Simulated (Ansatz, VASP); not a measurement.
# GaP2 in VASP and in Ansatz

```xyz
6
Lattice="4.9602 0.0000 0.0000 0.0000 6.1256 0.0000 0.0000 0.0000 3.6409" Properties=species:S:1:pos:R:3 pbc="T T T"
Ga    2.4801    0.0000    1.8205
Ga    0.0000    3.0628    0.0000
P     0.8223    0.6549    0.0000
P     4.1379    5.4707    0.0000
P     3.3024    2.4079    1.8205
P     1.6578    3.7177    1.8205
```

Alike in both runs: functional PBE; k mesh 6 × 6 × 8; occupations gaussian, width 0.1 eV; no spin polarisation.

Ansatz relaxed the structure, and its values are those at the end. VASP's run is a single point on that final structure, the one shown.

```csv
,VASP,Ansatz
version,VASP 6.6.1,Ansatz 0.2.0
potentials or method,"VASP PAW PBE potentials, release 64 (Ga_d, P), cutoff 520 eV","scalar-relativistic, plane waves, PAW"
valence electrons in the cell,46,46
```

```csv
,VASP,Ansatz,Ansatz less VASP
gap on the k mesh at the Fermi level (eV),none,none,-
pressure (GPa),-0.1,0.0,+0.07
rms of the force components (eV/Å),0.027,0.002,-0.0250
```

A gap of «none» marks a metal or a gap that the smearing closes. With one functional, cell and mesh, what is left measures potentials, basis and numerics.
